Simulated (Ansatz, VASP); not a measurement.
Sb: VASP beside Ansatz

```
Sb
1.0
     2.18790    1.26319    3.84317
    -2.18790    1.26319    3.84317
     0.00000   -2.52637    3.84317
Sb
2
Direct
  0.23268 0.23268 0.23268
  0.76732 0.76732 0.76732
```

Alike in both runs: task single point; functional PBE; k mesh 9 × 9 × 9; occupations gaussian, width 0.01 eV; no spin polarisation.

```csv
,VASP,Ansatz
version,VASP 6.6.1,Ansatz 0.2.0
potentials or method,"VASP PAW PBE potentials, release 64 (Sb), cutoff 520 eV","plane waves (420 eV) with PAW, scalar-relativistic"
valence electrons in the cell,10,30
```

Ansatz gave:

```
gap on the k mesh at the Fermi level (eV)                     : 0.16
pressure (GPa)                                                : 0.0
traceless stress, the component that is largest in VASP (GPa) : -0.04
```

Q: Which values does VASP return?

A: gap on the k mesh at the Fermi level (eV): 0.17; pressure (GPa): 0.1; traceless stress, the component that is largest in VASP (GPa): -0.06.

VASP's potentials hold 10 valence electrons a cell and Ansatz's 30, so a difference there can come from the potentials and not from the codes.

Neither program's run includes spin-orbit coupling.
